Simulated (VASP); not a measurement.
MgTe: single point with PBEsol

Slab: MgTe, a slab with vacuum.

```
Te Mg
1.0
     4.56061    0.00000    0.00000
    -2.28031    3.94961    0.00000
     0.00000    0.00000   27.03215
Te Mg
4 4
Cartesian
  0.0000 2.6331 8.1019
  2.2803 1.3165 11.8387
  0.0000 2.6331 15.1938
  2.2803 1.3165 18.9300
  2.2803 1.3165 8.9501
  0.0000 2.6331 10.9985
  2.2803 1.3165 16.0337
  0.0000 2.6331 18.0819
```

```
Program             : VASP 6.6.1
Task                : single point
Functional          : PBEsol
Potentials or basis : VASP PAW PBE potentials, release 64 (Te, Mg)
Cutoff              : 520 eV
k mesh              : 6 × 6 × 1
Occupations         : gaussian, width 0.05 eV
Spin                : no spin polarisation
```

The largest force is 0.026 eV/Å and the band gap on the k mesh is 2.73 eV, indirect (least direct gap 2.78 eV).

Forces on the atoms (eV/Å):
```
Te   0.000  0.000 -0.008
Te   0.000  0.000  0.025
Te   0.000  0.000 -0.026
Te   0.000  0.000  0.010
Mg   0.000  0.000 -0.005
Mg   0.000  0.000 -0.011
Mg   0.000  0.000  0.011
Mg   0.000  0.000  0.005
```

Levels at points of the mesh, in eV from the valence-band top:
```csv
k point,band 12,band 13,band 14,band 15,band 16,band 17,band 18,band 19,band 20,band 21
"(0.00, 0.00, 0.00)",-0.19,-0.19,-0.09,-0.09,-0.05,2.73,2.83,3.04,3.34,5.07
"(0.50, 0.00, 0.00)",-1.13,-0.73,-0.72,-0.56,-0.53,2.73,2.73,3.58,3.70,4.23
```

Run time: 3.8 min on 1 thread of Intel Xeon 6975P-C, on a shared host, peak memory 0.57 GiB.

Caveat: the PAW data sets were made with another functional, which shifts forces and pressure a little; spin-orbit coupling is left out, which moves the levels of the heavy elements.
